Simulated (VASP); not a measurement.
# CuSbSe4 (P-6m2) in VASP: a series of runs, part 2 of 2

VASP 6.6.1. The steps go on from the part before.

**4. Single point, PBE**

This run uses another cell than the first one, of 23.09 Å³/atom.

Contents of INCAR:

```
  PREC = Accurate
  ENCUT = 520
  EDIFF = 1E-6
  ISMEAR = 0
  SIGMA = 0.1
  LREAL = F
  LASPH = T
  NELM = 80
  ALGO = Normal
  ISIF = 2
  LWAVE = F
  LCHARG = F
  GGA = PE
  NBANDS = 29
```

Contents of KPOINTS:

```
regular mesh
0
Gamma
  12 12 4
```

Contents of POSCAR:

```
CuSbSe4
1.0
    3.8216983592      0.0000000000      0.0000000000
   -1.9108491796      3.3096878647      0.0000000000
    0.0000000000      0.0000000000     10.9525420549
Cu Sb Se
1 1 4
Direct
    0.6666666667      0.3333333333      0.5000000000
    0.6666666667      0.3333333333      0.0000000000
    0.3333333333      0.6666666667      0.6154426849
    0.0000000000      0.0000000000      0.8305418308
    0.0000000000      0.0000000000      0.1694581692
    0.3333333333      0.6666666667      0.3845573151
```

Potentials or basis: VASP PAW PBE potentials, release 64 (Cu, Sb, Se).

Command:

```bash
cat potpaw_PBE.64/Cu/POTCAR potpaw_PBE.64/Sb/POTCAR potpaw_PBE.64/Se/POTCAR > POTCAR
mpirun -np 1 vasp_std > vasp.out
```

OUTCAR:

```text
PREC = Accurate
   ENCUT = 520
   EDIFF = 1E-6
   ISMEAR = 0
   LREAL = F
   LASPH = T
   NELM = 80
   ISIF = 2
   GGA = PE

 ion  position               nearest neighbor table
   1  0.667  0.333  0.500-   3 2.54   6 2.54   3 2.54   6 2.54   3 2.54   6 2.54
   2  0.667  0.333  0.000-   4 2.88   5 2.88   4 2.88   5 2.88   4 2.88   5 2.88
   3  0.333  0.667  0.615-   6 2.53   1 2.54   1 2.54   1 2.54
   4  0.000  0.000  0.831-   2 2.88   2 2.88   2 2.88
   5  0.000  0.000  0.169-   2 2.88   2 2.88   2 2.88
   6  0.333  0.667  0.385-   3 2.53   1 2.54   1 2.54   1 2.54

  LATTYP: Found a hexagonal cell.
 ALAT       =     3.8216983592
 C/A-ratio  =     2.8658834438

  Lattice vectors:

 A1 = (   3.8216983592,   0.0000000000,   0.0000000000)
 A2 = (  -1.9108491796,   3.3096878647,   0.0000000000)
 A3 = (   0.0000000000,   0.0000000000,  10.9525420549)

Analysis of symmetry for initial positions (statically):
=====================================================================
 Subroutine PRICEL returns:
 Original cell was already a primitive cell.

 Routine SETGRP: Setting up the symmetry group for a
 hexagonal supercell.

 Subroutine GETGRP returns: Found 12 space group operations
 (whereof 12 operations were pure point group operations)
 out of a pool of 24 trial point group operations.

The static configuration has the point symmetry D_3h.

Analysis of symmetry for dynamics (positions and initial velocities):
=====================================================================
 Subroutine PRICEL returns:
 Original cell was already a primitive cell.

 Routine SETGRP: Setting up the symmetry group for a
 hexagonal supercell.

 Subroutine GETGRP returns: Found 12 space group operations
 (whereof 12 operations were pure point group operations)
 out of a pool of 24 trial point group operations.

The dynamic configuration has the point symmetry D_3h.

 Subroutine INISYM returns: Found 12 space group operations
 (whereof 12 operations are pure point group operations),
 and found     1 'primitive' translations

----------------------------------------------------------------------------------------

                                     Primitive cell

  volume of cell :     138.5346

  direct lattice vectors                    reciprocal lattice vectors
     3.821698359  0.000000000  0.000000000     0.261663770  0.151071648  0.000000000
    -1.910849180  3.309687865  0.000000000     0.000000000  0.302143296  0.000000000
     0.000000000  0.000000000 10.952542055     0.000000000  0.000000000  0.091303005

  length of vectors
     3.821698359  3.821698359 10.952542055     0.302143296  0.302143296  0.091303005

  position of ions in fractional coordinates (direct lattice)
     0.666666667  0.333333333  0.500000000
     0.666666667  0.333333333  0.000000000
     0.333333333  0.666666667  0.615442685
     0.000000000  0.000000000  0.830541831
     0.000000000  0.000000000  0.169458169
     0.333333333  0.666666667  0.384557315

  ion indices of the primitive-cell ions
[... 28 lines left out ...]

 Subroutine IBZKPT returns following result:
 ===========================================

 Found     57 irreducible k-points:

 Following reciprocal coordinates:
            Coordinates               Weight
  0.000000  0.000000  0.000000      1.000000
  0.083333  0.000000  0.000000      6.000000
  0.166667  0.000000  0.000000      6.000000
  0.250000  0.000000  0.000000      6.000000
  0.333333  0.000000  0.000000      6.000000
  0.416667  0.000000  0.000000      6.000000
[... 16 lines left out ...]
  0.250000  0.000000  0.250000     12.000000
  0.333333  0.000000  0.250000     12.000000
 [... further k-points ...]
   k-points           NKPTS =     57   k-points in BZ     NKDIM =     57   number of bands    NBANDS=     29
   number of dos      NEDOS =    301   number of ions     NIONS =      6
   total plane-waves  NPLWV =  65856
   dimension x,y,z NGX =    28 NGY =   28 NGZ =   84
   dimension x,y,z NGXF=    56 NGYF=   56 NGZF=  168
   ions per type =               1   1   4
   NGX,Y,Z   is equivalent  to a cutoff of  12.18, 12.18, 12.75 a.u.
   NGXF,Y,Z  is equivalent  to a cutoff of  24.36, 24.36, 25.50 a.u.
 SYSTEM =  unknown system
   PREC   = accura    normal or accurate (medium, high low for compatibility)
   ISTART =      0    job   : 0-new  1-cont  2-samecut
   ICHARG =      2    charge: 1-file 2-atom 10-const
   ISPIN  =      1    spin polarized calculation?
   LNONCOLLINEAR =      F non collinear calculations
   LSORBIT =      F    spin-orbit coupling
   LASPH  =      T    aspherical Exc in radial PAW
   ENCUT  =  520.0 eV  38.22 Ry    6.18 a.u.   7.11  7.11 20.36*2*pi/ulx,y,z
   NELM   =     80;   NELMIN=  2; NELMDL= -5     # of ELM steps
   EDIFF  = 0.1E-05   stopping-criterion for ELM
   LREAL  =      F    real-space projection
   EDIFFG = 0.1E-04   stopping-criterion for IOM
   NSW    =      0    number of steps for IOM
   IBRION =     -1    ionic relax: 0-MD 1-quasi-New 2-CG
   NFREE  =      0    steps in history (QN), initial steepest desc. (CG)
   ISIF   =      2    stress and relaxation
   ISYM   =      2    0-nonsym 1-usesym 2-fastsym
   POTIM  = 0.5000    time-step for ionic-motion
   TEBEG  =    0.0;   TEEND  =   0.0 temperature during run
   PSTRESS=    0.0 pullay stress
   NELECT =      40.0000    total number of electrons
   NUPDOWN=      -1.0000    fix difference up-down
   EMIN   =  10.00;   EMAX   =-10.00  energy-range for DOS
   EFERMI =   0.00;   METHOD = LEGACY
   ISMEAR =     0;   SIGMA  =   0.10  broadening in eV -4-tet -1-fermi 0-gaus
   EFERMI_NEDOS =   21; number of points for ismear=-14 and -15
   IALGO  =     38    algorithm
   IMIX   =      4    mixing-type and parameters
     AMIX     =   0.40;   BMIX     =  1.00
     AMIX_MAG =   1.60;   BMIX_MAG =  1.00
  volume/ion in A,a.u.               =      23.09       155.81
  Fermi-wavevector in a.u.,A,eV,Ry     =   1.082037  2.044753 15.929751  1.170804
  Thomas-Fermi vector in A             =   2.218068
   LORBIT       =      0    0 simple, 1 ext, 2 COOP (PROOUT), +10 PAW based schemes
   GGA     = PE    functional components
   LHFCALC =     F    Hartree Fock is set to
   AEXX    =    0.0000 exact exchange contribution
   IVDW    =     0    specifies the selected vdW correction
   LEPSILON=     F    determine dielectric tensor
   LRPA    =     F    only Hartree local field effects (RPA)
 non-spin polarized calculation
 Gauss-broadening in eV      SIGMA  =   0.10
  energy-cutoff  :      520.00
  volume of cell :      138.53
 maximum number of plane-waves:      3777
   NGX = 15   NGY = 15   NGZ = 41

 number of electron      40.0000002 magnetization

 Free energy of the ion-electron system (eV)
  ---------------------------------------------------
  ext. energy  EPLUGINS =         0.00000000
  ---------------------------------------------------
  free energy    TOTEN  =       -21.85365529 eV

  energy without entropy =      -21.84036574  energy(sigma->0) =      -21.84701052

 E-fermi :   4.8010     XC(G=0):  -9.8280

 val. band max:        4.7969822726   @ k =   0.0000   0.0000   0.0000
 cond. band min:       4.8082447205   @ k =   0.4167   0.1667   0.2500
 fundamental gap:      0.0112624479
 Fermi energy:         4.8009639290

 k-point     1 :       0.0000    0.0000    0.0000
  band No.  band energies     occupation
      1     -10.3938      2.00000
      2      -9.2015      2.00000
      3      -8.6543      2.00000
      4      -7.2831      2.00000
      5      -3.8425      2.00000
      6      -0.3133      2.00000
[... 757 lines left out ...]
     28      10.8213      0.00000
     29      11.6537      0.00000

 [... further k-points ...]

------------------------ aborting loop because EDIFF is reached ----------------------------------------

  FORCE on cell =-STRESS in cart. coord.  units (eV):
  Direction    XX          YY          ZZ          XY          YZ          ZX
  --------------------------------------------------------------------------------------
  -------------------------------------------------------------------------------------
  Total       -0.1586709     -0.1586709     -0.1622743      0.0000000      0.0000000      0.0000000
  in kB       -1.8350564     -1.8350564     -1.8767308      0.0000000      0.0000000      0.0000000
  external PRESSURE =      -1.8489479 kB  Pullay stress =       0.0000000 kB

 VOLUME and BASIS-vectors are now :
 -----------------------------------------------------------------------------
  energy-cutoff  :      520.00
  volume of cell :      138.53
      direct lattice vectors                 reciprocal lattice vectors
     3.821698359  0.000000000  0.000000000     0.261663770  0.151071648  0.000000000
    -1.910849180  3.309687865  0.000000000     0.000000000  0.302143296  0.000000000
     0.000000000  0.000000000 10.952542055     0.000000000  0.000000000  0.091303005

 POSITION                                       TOTAL-FORCE (eV/Angst)
 -----------------------------------------------------------------------------------
      1.91085      1.10323      5.47627        -0.000000     -0.000000      0.000000
      1.91085      1.10323      0.00000         0.000000      0.000000      0.000000
     -0.00000      2.20646      6.74066         0.000000      0.000000      0.020727
      0.00000      0.00000      9.09654         0.000000      0.000000      0.003782
      0.00000      0.00000      1.85600         0.000000      0.000000     -0.003782
     -0.00000      2.20646      4.21188         0.000000      0.000000     -0.020727
 -----------------------------------------------------------------------------------
    total drift:                                0.000003     -0.000002      0.000000

  FREE ENERGIE OF THE ION-ELECTRON SYSTEM (eV)
  ---------------------------------------------------
  free  energy   TOTEN  =       -21.8536552895 eV

  energy  without entropy=      -21.8403657408  energy(sigma->0) =      -21.84701052
```

OSZICAR:

```text
N       E                     dE             d eps       ncg     rms          rms(c)
DAV:   1     0.295804831311E+03    0.29580E+03   -0.16098E+04  3306   0.131E+03
DAV:   2     0.136954764823E+02   -0.28211E+03   -0.26903E+03  3528   0.286E+02
DAV:   3    -0.224195802464E+02   -0.36115E+02   -0.34578E+02  4423   0.105E+02
DAV:   4    -0.240751973694E+02   -0.16556E+01   -0.16382E+01  3801   0.222E+01
DAV:   5    -0.241290225712E+02   -0.53825E-01   -0.53776E-01  4432   0.470E+00    0.163E+01
DAV:   6    -0.294888313076E+02   -0.53598E+01   -0.10104E+02  4244   0.209E+02    0.152E+01
DAV:   7    -0.226994767261E+02    0.67894E+01   -0.18312E+01  4318   0.788E+01    0.697E+00
DAV:   8    -0.217789669319E+02    0.92051E+00   -0.37321E+00  4686   0.500E+01    0.234E+00
DAV:   9    -0.220506765565E+02   -0.27171E+00   -0.19555E+00  5210   0.254E+01    0.411E+00
DAV:  10    -0.218575955305E+02    0.19308E+00   -0.15679E+00  4364   0.276E+01    0.847E-01
DAV:  11    -0.218562370039E+02    0.13585E-02   -0.12989E-01  4792   0.821E+00    0.523E-01
DAV:  12    -0.218555512099E+02    0.68579E-03   -0.49987E-02  4410   0.568E+00    0.395E-01
DAV:  13    -0.218536661697E+02    0.18850E-02   -0.16058E-02  4552   0.323E+00    0.770E-02
DAV:  14    -0.218536477476E+02    0.18422E-04   -0.10226E-03  4974   0.498E-01    0.311E-02
DAV:  15    -0.218536554564E+02   -0.77088E-05   -0.62661E-05  4560   0.557E-02    0.389E-02
DAV:  16    -0.218536552895E+02    0.16686E-06   -0.40936E-06  3683   0.271E-02
   1 F= -.21853655E+02 E0= -.21847011E+02  d E =-.132895E-01
```

Wall time 2.1 min (1 thread of Intel Xeon 6975P-C (Granite Rapids), shared host); peak memory 0.39 GiB.

What came out:

- Free energy: -21.8537 eV
- Pressure: -0.2 GPa
- Largest force: 0.021 eV/Å
- Band gap on the k mesh: zero (bands 20 and 21 overlap by 0.70 eV)

Forces on the atoms (eV/Å):
```
Cu   0.000  0.000  0.000
Sb   0.000  0.000  0.000
Se   0.000  0.000  0.021
Se   0.000  0.000  0.004
Se   0.000  0.000 -0.004
Se   0.000  0.000 -0.021
```

Caveat: spin-orbit coupling is left out, which moves the levels of the heavy elements. With open d or f shells a metallic result of PBE can be an artefact of self-interaction; +U or a hybrid may open a gap.

**5. Summary**

| task | spin | cell | k mesh | cutoff (eV) | smearing | gap on the mesh (eV) | pressure (GPa) | largest force (eV/Å) |
| --- | --- | --- | --- | --- | --- | --- | --- | --- |
| relaxation of cell and atoms | off | relaxed from a = 3.874, b = 3.874, c = 10.599 Å, angles 90.0, 90.0, 120.0°, 6 atoms, atomic positions A | 12 × 12 × 4 | 600 | gaussian 0.1 eV | none | 0.0 | 0.01 |
| single point | collinear | a = 3.874, b = 3.874, c = 10.599 Å, angles 90.0, 90.0, 120.0°, 6 atoms, atomic positions A | 4 × 4 × 1 | 520 | gaussian 0.15 eV | none | 0.6 | 0.08 |
| single point | off | a = 3.822, b = 3.822, c = 10.953 Å, angles 90.0, 90.0, 120.0°, 6 atoms, atomic positions B | 12 × 12 × 4 | 520 | gaussian 0.1 eV | none | -0.2 | 0.02 |

Alike in all rows: level PBE; potentials or basis VASP PAW PBE potentials, release 64 (Cu, Sb, Se).

Caveats: some runs use coarse meshes; spin-orbit coupling is left out, which moves the levels of the heavy elements.

Absolute energies hang on the potentials; compare differences alone.

The gap in the log of VASP goes by the Fermi energy; the results here count the filled bands.